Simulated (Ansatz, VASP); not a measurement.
**One calculation of ZnAg, two programs**

INCAR

```
SYSTEM = ZnAg
PREC = Accurate ; ENCUT = 520
EDIFF = 1E-8 ; ISMEAR = -1
SIGMA = 0.03 ; LREAL = .False.
LASPH = .True. ; NELM = 100
ALGO = Normal ; ISIF = 2
LWAVE = .False. ; LCHARG = .False.
LEFG = .True. ; NBANDS = 18
```

Contents of KPOINTS:

```
Automatic mesh
0
Gamma
  12 12 12
  0 0 0
```

The input POSCAR:

```
ZnAg
1.0
    3.1348181537      0.0000000000      0.0000000000
    0.0000000000      3.1348181537      0.0000000000
    0.0000000000      0.0000000000      3.1348181537
Zn Ag
1 1
Direct
    0.5000000000      0.5000000000      0.5000000000
    0.0000000000      0.0000000000      0.0000000000
```

Input for Ansatz:

```yaml
crystal:
  lattice:
    - [3.1348181537, 0.0, 0.0]
    - [0.0, 3.1348181537, 0.0]
    - [0.0, 0.0, 3.1348181537]
  atoms:
    - { symbol: Zn, position: [0.5, 0.5, 0.5] }
    - { symbol: Ag, position: [0.0, 0.0, 0.0] }
kpoints:
  mp_grid: { grid: [12, 12, 12] }
scf:
  occupations: { method: fermi_dirac, width: 0.03 }
hamiltonian:
  xc: lda
  pseudopotentials: { kind: paw }
output:
  forces: true
  stress: true
  eigenvalues: true
  efg: { contact_densities: true }
  write_density: true
  write_potential: true
  elf: true
  volumetric_format: npy
```

Change from the starting cell: volume scaled by 0.98, PAW files.

Alike in both runs: task electric field gradients; functional LDA; k mesh 12 × 12 × 12; occupations fermi-dirac, width 0.03 eV; no spin polarisation.

|  | VASP | Ansatz |
| --- | --- | --- |
| version | VASP 6.6.1 | Ansatz 0.2.0 |
| potentials or method | VASP PAW LDA potentials, release 64 (Zn, Ag) | PAW with Ansatz's default frozen-core files, scalar-relativistic |
| plane-wave cutoff (eV) | 520 | 420 |
| valence electrons in the cell | 23 | 31 |

VASP gave:

| Property | Result |
| --- | --- |
| pressure (GPa) | -5.8 |

**Question.** Which values does Ansatz return?

**Answer.** Pressure (GPa): -6.2.

LDA's correlation is that of Perdew and Zunger in VASP and of Perdew and Wang (1992) in Ansatz. VASP's potentials hold 23 valence electrons a cell and Ansatz's 31, so a difference there can come from the potentials and not from the codes.
